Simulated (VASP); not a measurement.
# Ge in VASP: a series of runs

Runs on Ge. Level: PBE+D3(BJ). Tasks: single point.

Program: VASP 6.6.1. These are calculated values, not measurements. Logs are shortened: lines on timing, memory, paths and dates and some standing lists are left out, and cuts for length are marked.

## 1. The cell of the first run

The cell holds a slab with vacuum, 2 atoms: a = 3.771 Å, b = 3.771 Å, c = 28.000 Å, α = 90.00°, β = 90.00°, γ = 120.00°.

## 2. Single point, PBE+D3(BJ)

Contents of INCAR:

```
SYSTEM = Ge
PREC = Accurate
ENCUT = 520
EDIFF = 1E-6
ISMEAR = 0
SIGMA = 0.1
LREAL = .FALSE.
LASPH = .TRUE.
NELM = 80
ALGO = Normal
ISIF = 2
LWAVE = .FALSE.
LCHARG = .TRUE.
LDIPOL = .TRUE.
IDIPOL = 3
DIPOL = 0.5 0.5 0.500
GGA = PE
IVDW = 12
LELF = .TRUE.
LVHAR = .TRUE.
LVACPOTAV = .TRUE.
NBANDS = 21
```

Contents of KPOINTS:

```
regular mesh
0
G
  12 12 1
  0 0 0
```

Contents of POSCAR:

```
Ge
1.0
    3.7710000000      0.0000000000      0.0000000000
   -1.8855000000      3.2657817977      0.0000000000
    0.0000000000      0.0000000000     28.0000000000
Ge
2
Direct
    0.3333333333      0.6666666667      0.5052321429
    0.6666666667      0.3333333333      0.4947678571
```

Potentials or basis: VASP PAW PBE potentials, release 64 (Ge_d).

Run with:

```sh
$ cat potpaw_PBE.64/Ge_d/POTCAR > POTCAR
$ mpirun -np 1 vasp_std > vasp.out
```

OUTCAR:

```text
SYSTEM = Ge
   PREC = Accurate
   ENCUT = 520
   EDIFF = 1E-6
   ISMEAR = 0
   LREAL = .FALSE.
   LASPH = .TRUE.
   NELM = 80
   ISIF = 2
   GGA = PE
   IVDW = 12
 IVDW          = 12

 ion  position               nearest neighbor table
   1  0.333  0.667  0.505-   2 2.20   2 2.20   2 2.20
   2  0.667  0.333  0.495-   1 2.20   1 2.20   1 2.20

  LATTYP: Found a hexagonal cell.
 ALAT       =     3.7710000000
 C/A-ratio  =     7.4250861840

  Lattice vectors:

 A1 = (   3.7710000000,   0.0000000000,   0.0000000000)
 A2 = (  -1.8855000000,   3.2657817977,   0.0000000000)
 A3 = (   0.0000000000,   0.0000000000,  28.0000000000)

Analysis of symmetry for initial positions (statically):
=====================================================================
 Subroutine PRICEL returns:
 Original cell was already a primitive cell.

 Routine SETGRP: Setting up the symmetry group for a
 hexagonal supercell.

 Subroutine GETGRP returns: Found 12 space group operations
 (whereof 12 operations were pure point group operations)
 out of a pool of 24 trial point group operations.

The static configuration has the point symmetry D_3d.

Analysis of symmetry for dynamics (positions and initial velocities):
=====================================================================
 Subroutine PRICEL returns:
 Original cell was already a primitive cell.

 Routine SETGRP: Setting up the symmetry group for a
 hexagonal supercell.

 Subroutine GETGRP returns: Found 12 space group operations
 (whereof 12 operations were pure point group operations)
 out of a pool of 24 trial point group operations.

The dynamic configuration has the point symmetry D_3d.

 Subroutine INISYM returns: Found 12 space group operations
 (whereof 12 operations are pure point group operations),
 and found     1 'primitive' translations

----------------------------------------------------------------------------------------

                                     Primitive cell

  volume of cell :     344.8274

  direct lattice vectors                    reciprocal lattice vectors
     3.771000000  0.000000000  0.000000000     0.265181649  0.153102697  0.000000000
    -1.885500000  3.265781798  0.000000000     0.000000000  0.306205393  0.000000000
     0.000000000  0.000000000 28.000000000     0.000000000  0.000000000  0.035714286

  length of vectors
     3.771000000  3.771000000 28.000000000     0.306205393  0.306205393  0.035714286

[... 74 lines left out ...]
   EDIFF  = 0.1E-05   stopping-criterion for ELM
   LREAL  =      F    real-space projection
   EDIFFG = 0.1E-04   stopping-criterion for IOM
   NSW    =      0    number of steps for IOM
   IBRION =     -1    ionic relax: 0-MD 1-quasi-New 2-CG
   NFREE  =      0    steps in history (QN), initial steepest desc. (CG)
   ISIF   =      2    stress and relaxation
   ISYM   =      2    0-nonsym 1-usesym 2-fastsym
   POTIM  = 0.5000    time-step for ionic-motion
   TEBEG  =    0.0;   TEEND  =   0.0 temperature during run
   PSTRESS=    0.0 pullay stress
   NELECT =      28.0000    total number of electrons
   NUPDOWN=      -1.0000    fix difference up-down
   EMIN   =  10.00;   EMAX   =-10.00  energy-range for DOS
   EFERMI =   0.00;   METHOD = LEGACY
   ISMEAR =     0;   SIGMA  =   0.10  broadening in eV -4-tet -1-fermi 0-gaus
   EFERMI_NEDOS =   21; number of points for ismear=-14 and -15
   IALGO  =     38    algorithm
   IMIX   =      4    mixing-type and parameters
     AMIX     =   0.40;   BMIX     =  1.00
     AMIX_MAG =   1.60;   BMIX_MAG =  1.00
  volume/ion in A,a.u.               =     172.41      1163.50
  Fermi-wavevector in a.u.,A,eV,Ry     =   0.708914  1.339653  6.837733  0.502559
  Thomas-Fermi vector in A             =   1.795356
   LORBIT       =      0    0 simple, 1 ext, 2 COOP (PROOUT), +10 PAW based schemes
   GGA     = PE    functional components
   LHFCALC =     F    Hartree Fock is set to
   AEXX    =    0.0000 exact exchange contribution
   IVDW    =    12    specifies the selected vdW correction
   LEPSILON=     F    determine dielectric tensor
   LRPA    =     F    only Hartree local field effects (RPA)
 non-spin polarized calculation
 Gauss-broadening in eV      SIGMA  =   0.10
  energy-cutoff  :      520.00
  volume of cell :      344.83
 maximum number of plane-waves:      9335
 NGX is ok and might be reduce to    28
   NGX = 13   NGY = 13   NGZ =105

 number of electron      27.9999999 magnetization

 dipolmoment           0.000000      0.000000     -0.000000 electrons x Angstroem

 Free energy of the ion-electron system (eV)
  ---------------------------------------------------
  ext. energy  EPLUGINS =         0.00000000
  ---------------------------------------------------
  free energy    TOTEN  =        -7.36239981 eV

  energy without entropy =       -7.36083261  energy(sigma->0) =       -7.36161621

 E-fermi :  -3.0753     XC(G=0):  -1.7056

 val. band max:       -3.0752932109   @ k =   0.3333   0.3333   0.0000
 cond. band min:      -3.0752929009   @ k =   0.3333   0.3333   0.0000
 fundamental gap:      0.0000003100
 Fermi energy:        -3.0752930558

 k-point     1 :       0.0000    0.0000    0.0000
  band No.  band energies     occupation
      1     -28.2168      2.00000
      2     -28.2013      2.00000
      3     -28.2013      2.00000
      4     -28.1356      2.00000
      5     -28.1356      2.00000
      6     -27.8618      2.00000
[... 445 lines left out ...]
     20       4.5206      0.00000
     21       4.5206      0.00000

------------------------ aborting loop because EDIFF is reached ----------------------------------------

 Edisp (eV)   -0.34976

 E8    (eV) :    -0.1674

  FORCE on cell =-STRESS in cart. coord.  units (eV):
  Direction    XX          YY          ZZ          XY          YZ          ZX
  --------------------------------------------------------------------------------------
  -------------------------------------------------------------------------------------
  Total       7.41684     7.41684     0.26134     0.00000    -0.00000    -0.00000
  in kB      34.46098    34.46098     1.21427     0.00000    -0.00000    -0.00000
  external pressure =       23.38 kB  Pullay stress =        0.00 kB

 VOLUME and BASIS-vectors are now :
 -----------------------------------------------------------------------------
  energy-cutoff  :      520.00
  volume of cell :      344.83
      direct lattice vectors                 reciprocal lattice vectors
     3.771000000  0.000000000  0.000000000     0.265181649  0.153102697  0.000000000
    -1.885500000  3.265781798  0.000000000     0.000000000  0.306205393  0.000000000
     0.000000000  0.000000000 28.000000000     0.000000000  0.000000000  0.035714286

 POSITION                                       TOTAL-FORCE (eV/Angst)
 -----------------------------------------------------------------------------------
     -0.00000      2.17719     14.14650        -0.000000      0.000000      0.948290
      1.88550      1.08859     13.85350         0.000000     -0.000000     -0.948290
 -----------------------------------------------------------------------------------
    total drift:                                0.000000     -0.000000     -0.000000

  FREE ENERGIE OF THE ION-ELECTRON SYSTEM (eV)
  ---------------------------------------------------
  free  energy   TOTEN  =        -7.7121556923 eV

  energy  without entropy=       -7.7105884990  energy(sigma->0) =       -7.71137210

 vacuum level on the upper side and lower side of the slab         1.205         1.205
```

OSZICAR:

```text
N       E                     dE             d eps       ncg     rms          rms(c)
DAV:   1     0.167332716305E+03    0.16733E+03   -0.14324E+04   950   0.138E+03
DAV:   2     0.112523365028E+02   -0.15608E+03   -0.15059E+03  1078   0.276E+02
DAV:   3    -0.678337138073E+01   -0.18036E+02   -0.17972E+02  1054   0.116E+02
DAV:   4    -0.759934172473E+01   -0.81597E+00   -0.81561E+00  1053   0.277E+01
[... 11 lines left out ...]
DAV:  16    -0.736235260256E+01   -0.42669E-04   -0.17643E-06   795   0.146E-02    0.112E-03
DAV:  17    -0.736238563829E+01   -0.33036E-04   -0.18539E-06   761   0.772E-03    0.871E-04
DAV:  18    -0.736239265618E+01   -0.70179E-05   -0.13066E-07   767   0.406E-03    0.582E-04
DAV:  19    -0.736239882504E+01   -0.61689E-05   -0.15641E-07   723   0.198E-03    0.272E-04
DAV:  20    -0.736239980581E+01   -0.98077E-06   -0.89877E-09   696   0.113E-03
   1 F= -.77121557E+01 E0= -.77113721E+01  d E =-.156719E-02
```

Wall time 2.2 min (1 thread of Intel Xeon 6975P-C (Granite Rapids), shared host); peak memory 0.46 GiB.

What came out:

```
Free energy                : -7.7122 eV
Largest force              : 0.948 eV/Å
Band gap on the k mesh     : zero (filled and empty bands touch)
Dispersion energy per atom : -0.175 eV
```

Forces in eV/Å, atoms in the order of the input:
```
Ge   0.000  0.000  0.948
Ge   0.000  0.000 -0.948
```

## 3. Single point, PBE+D3(BJ)

Contents of INCAR:

```
PREC = Accurate
ENCUT = 520
EDIFF = 1E-6
ISMEAR = 0
SIGMA = 0.1
LREAL = False
LASPH = True
NELM = 80
ALGO = Normal
ISIF = 2
LWAVE = False
LCHARG = False
LDIPOL = True
IDIPOL = 3
DIPOL = 0.5 0.5 0.500
GGA = PE
IVDW = 12
NBANDS = 21
```

Contents of KPOINTS:

```
regular mesh
0
Gamma
  12 12 1
```

Contents of POSCAR:

```
Ge
1.0
    3.7710000000      0.0000000000      0.0000000000
   -1.8855000000      3.2657817977      0.0000000000
    0.0000000000      0.0000000000     28.0000000000
Ge
2
Direct
    0.3333333333      0.6666666667      0.5104821429
    0.6666666667      0.3333333333      0.4895178571
```

Potentials or basis: VASP PAW PBE potentials, release 64 (Ge_d).

Run with:

```sh
$ cat potpaw_PBE.64/Ge_d/POTCAR > POTCAR
$ mpirun -np 1 vasp_std > vasp.out
```

OUTCAR:

```text
PREC = Accurate
   ENCUT = 520
   EDIFF = 1E-6
   ISMEAR = 0
   LREAL = False
   LASPH = True
   NELM = 80
   ISIF = 2
   GGA = PE
   IVDW = 12
 IVDW          = 12

 ion  position               nearest neighbor table
   1  0.333  0.667  0.510-   2 2.25   2 2.25   2 2.25
   2  0.667  0.333  0.490-   1 2.25   1 2.25   1 2.25

  LATTYP: Found a hexagonal cell.
 ALAT       =     3.7710000000
 C/A-ratio  =     7.4250861840

  Lattice vectors:

 A1 = (   3.7710000000,   0.0000000000,   0.0000000000)
 A2 = (  -1.8855000000,   3.2657817977,   0.0000000000)
[... 645 lines left out ...]

  FORCE on cell =-STRESS in cart. coord.  units (eV):
  Direction    XX          YY          ZZ          XY          YZ          ZX
  --------------------------------------------------------------------------------------
  -------------------------------------------------------------------------------------
  Total       5.68759     5.68759     0.51657     0.00000    -0.00000     0.00000
  in kB      26.42636    26.42636     2.40016     0.00000    -0.00000     0.00000
  external pressure =       18.42 kB  Pullay stress =        0.00 kB

 VOLUME and BASIS-vectors are now :
 -----------------------------------------------------------------------------
  energy-cutoff  :      520.00
  volume of cell :      344.83
      direct lattice vectors                 reciprocal lattice vectors
     3.771000000  0.000000000  0.000000000     0.265181649  0.153102697  0.000000000
    -1.885500000  3.265781798  0.000000000     0.000000000  0.306205393  0.000000000
     0.000000000  0.000000000 28.000000000     0.000000000  0.000000000  0.035714286

 POSITION                                       TOTAL-FORCE (eV/Angst)
 -----------------------------------------------------------------------------------
     -0.00000      2.17719     14.29350        -0.000000     -0.000000      0.899334
      1.88550      1.08859     13.70650         0.000000      0.000000     -0.899334
 -----------------------------------------------------------------------------------
    total drift:                                0.000000     -0.000000     -0.000000

  FREE ENERGIE OF THE ION-ELECTRON SYSTEM (eV)
  ---------------------------------------------------
  free  energy   TOTEN  =        -8.0147172267 eV

  energy  without entropy=       -8.0131500333  energy(sigma->0) =       -8.01393363

 vacuum level on the upper side and lower side of the slab         1.172         1.172
```

OSZICAR:

```text
N       E                     dE             d eps       ncg     rms          rms(c)
DAV:   1     0.163181666881E+03    0.16318E+03   -0.14274E+04   950   0.138E+03
DAV:   2     0.996741173625E+01   -0.15321E+03   -0.14916E+03  1103   0.273E+02
DAV:   3    -0.721528922613E+01   -0.17183E+02   -0.17135E+02  1064   0.113E+02
DAV:   4    -0.791411087570E+01   -0.69882E+00   -0.69838E+00  1036   0.261E+01
[... 12 lines left out ...]
DAV:  17    -0.766599031878E+01   -0.13578E-04   -0.74357E-07   866   0.148E-02    0.602E-04
DAV:  18    -0.766601336166E+01   -0.23043E-04   -0.11010E-06   701   0.550E-03    0.154E-03
DAV:  19    -0.766601790973E+01   -0.45481E-05   -0.18649E-07   765   0.677E-03    0.206E-04
DAV:  20    -0.766602126963E+01   -0.33599E-05   -0.55388E-08   652   0.232E-03    0.401E-04
DAV:  21    -0.766602199369E+01   -0.72406E-06   -0.15627E-08   685   0.142E-03
   1 F= -.80147172E+01 E0= -.80139336E+01  d E =-.156719E-02
```

stdout:

```text
POSCAR found type information on POSCAR Ge
 POSCAR found :  1 types and       2 ions
 scaLAPACK will be used
 LDA part: xc-table for (Slater+PW92), standard interpolation
 POSCAR, INCAR and KPOINTS ok, starting setup
 FFT: planning ... GRIDC
 FFT: planning ... GRID_SOFT
 FFT: planning ... GRID
 WAVECAR not read
 entering main loop
```

Run time: 2.1 min. Hardware: 1 thread of Intel Xeon 6975P-C (Granite Rapids), shared host; peak memory 0.44 GiB.

What came out:

| Quantity | Value |
| --- | --- |
| Free energy | -8.0147 eV |
| Largest force | 0.899 eV/Å |
| Band gap on the k mesh | zero (filled and empty bands touch) |
| Dispersion energy per atom | -0.174 eV |

Forces in eV/Å, atoms in the order of the input:
```
Ge   0.000  0.000  0.899
Ge   0.000  0.000 -0.899
```

## 4. Single point, PBE+D3(BJ)

Contents of INCAR:

```
ALGO = Normal
DIPOL = 0.5 0.5 0.500
EDIFF = 1E-6
ENCUT = 520
GGA = PE
IDIPOL = 3
ISIF = 2
ISMEAR = 0
IVDW = 12
LASPH = True
LCHARG = False
LDIPOL = True
LREAL = False
LWAVE = False
NBANDS = 21
NELM = 60
PREC = Accurate
SIGMA = 0.1
```

Contents of KPOINTS:

```
k-points
0
Gamma
  12 12 1
```

Contents of POSCAR:

```
Ge
1.0
    3.7710000000      0.0000000000      0.0000000000
   -1.8855000000      3.2657817977      0.0000000000
    0.0000000000      0.0000000000     28.0000000000
Ge
2
Direct
    0.3333333333      0.6666666667      0.5157142857
    0.6666666667      0.3333333333      0.4842857143
```

Run with:

```sh
$ cat potpaw_PBE.64/Ge_d/POTCAR > POTCAR
$ mpirun -np 1 vasp_std > vasp.out
```

It took 1.9 min on 1 thread of Intel Xeon 6975P-C (Granite Rapids), shared host; peak memory 0.44 GiB.

The run converged. Its results:

```yaml
Free_energy: -8.1374 eV
Largest_force: 0.141 eV/Å
Band_gap_on_the_k_mesh: zero (band 14 reaches -2.71 eV, above the bottom of band 15 at -3.32 eV)
Dispersion_energy_per_atom: -0.174 eV
```

Forces in eV/Å, atoms in the order of the input:
```
Ge   0.000  0.000 -0.141
Ge   0.000  0.000  0.141
```

Levels at points of the mesh, in eV from the Fermi level:
| k point | band 11 | band 12 | band 13 | band 14 | band 15 | band 16 | band 17 | band 18 |
| --- | --- | --- | --- | --- | --- | --- | --- | --- |
| (0.00, 0.00, 0.00) | -12.01 | -4.33 | 0.18 | 0.18 | 1.35 | 2.32 | 3.79 | 4.00 |
| (0.50, 0.00, 0.00) | -9.52 | -7.60 | -1.75 | -1.71 | 0.15 | 2.23 | 4.91 | 6.13 |

## 5. Single point, PBE+D3(BJ)

Contents of INCAR:

```
SYSTEM = Ge
PREC = Accurate ; ENCUT = 520
EDIFF = 1E-7 ; ISMEAR = 0
SIGMA = 0.1 ; LREAL = .False.
LASPH = .True. ; NELM = 80
ALGO = Normal ; ISIF = 2
LWAVE = .False. ; LCHARG = .False.
LDIPOL = .True. ; IDIPOL = 3
DIPOL = 0.5 0.5 0.500 ; GGA = PE
IVDW = 12 ; NBANDS = 21
```

Contents of KPOINTS:

```
regular mesh
0
Gamma
  12 12 1
  0 0 0
```

Contents of POSCAR:

```
Ge
1.0
    3.7710000000      0.0000000000      0.0000000000
   -1.8855000000      3.2657817977      0.0000000000
    0.0000000000      0.0000000000     28.0000000000
Ge
2
Direct
    0.3333333333      0.6666666667      0.5026250000
    0.6666666667      0.3333333333      0.4973750000
```

Run with:

```sh
$ cat potpaw_PBE.64/Ge_d/POTCAR > POTCAR
$ mpirun -np 1 vasp_std > vasp.out
```

Run time: 2 min. Hardware: 1 thread of Intel Xeon 6975P-C (Granite Rapids), shared host; peak memory 0.45 GiB.

It converged, with:

| Item | Value |
| --- | --- |
| Free energy | -7.6005 eV |
| Largest force | 0.550 eV/Å |
| Band gap on the k mesh | zero (filled and empty bands touch) |
| Dispersion energy per atom | -0.175 eV |

Forces in eV/Å, atoms in the order of the input:
```
Ge   0.000  0.000  0.550
Ge   0.000  0.000 -0.550
```

Levels at points of the mesh, in eV from the Fermi level:
| k point | band 12 | band 13 | band 14 | band 15 | band 16 | band 17 |
| --- | --- | --- | --- | --- | --- | --- |
| (0.00, 0.00, 0.00) | -3.72 | -1.35 | -1.35 | 1.07 | 2.83 | 3.77 |
| (0.50, 0.00, 0.00) | -8.79 | -3.33 | -1.20 | 0.85 | 1.04 | 6.08 |

## 6. Single point, PBE+D3(BJ)

Contents of INCAR:

```
SYSTEM = Ge
ALGO = Normal ; DIPOL = 0.5 0.5 0.500
EDIFF = 1E-6 ; ENCUT = 520
GGA = PE ; IDIPOL = 3
ISIF = 2 ; ISMEAR = 0
IVDW = 12 ; LASPH = .True.
LCHARG = .False. ; LDIPOL = .True.
LREAL = .False. ; LWAVE = .False.
NBANDS = 21 ; NELM = 60
PREC = Accurate ; SIGMA = 0.1
```

Contents of KPOINTS:

```
k-points
0
Gamma
  12 12 1
  0 0 0
```

Contents of POSCAR:

```
Ge
1.0
    3.7710000000      0.0000000000      0.0000000000
   -1.8855000000      3.2657817977      0.0000000000
    0.0000000000      0.0000000000     28.0000000000
Ge
2
Direct
    0.3333333333      0.6666666667      0.5078571429
    0.6666666667      0.3333333333      0.4921428571
```

Potentials or basis: VASP PAW PBE potentials, release 64 (Ge_d).

Run with:

```sh
$ cat potpaw_PBE.64/Ge_d/POTCAR > POTCAR
$ mpirun -np 1 vasp_std > vasp.out
```

It took 1.7 min on 1 thread of Intel Xeon 6975P-C (Granite Rapids), shared host; peak memory 0.46 GiB.

It converged, with:

```yaml
Free_energy: -7.8650 eV
Largest_force: 1.086 eV/Å
Band_gap_on_the_k_mesh: zero (filled and empty bands touch)
Dispersion_energy_per_atom: -0.175 eV
```

Forces in eV/Å, atoms in the order of the input:
```
Ge   0.000  0.000  1.086
Ge   0.000  0.000 -1.086
```

Levels at points of the mesh, in eV from the Fermi level:
```tsv
k point	band 12	band 13	band 14	band 15	band 16	band 17
(0.00, 0.00, 0.00)	-3.72	-0.83	-0.83	1.49	2.55	4.06
(0.50, 0.00, 0.00)	-8.35	-2.79	-1.23	0.78	1.51	5.90
```
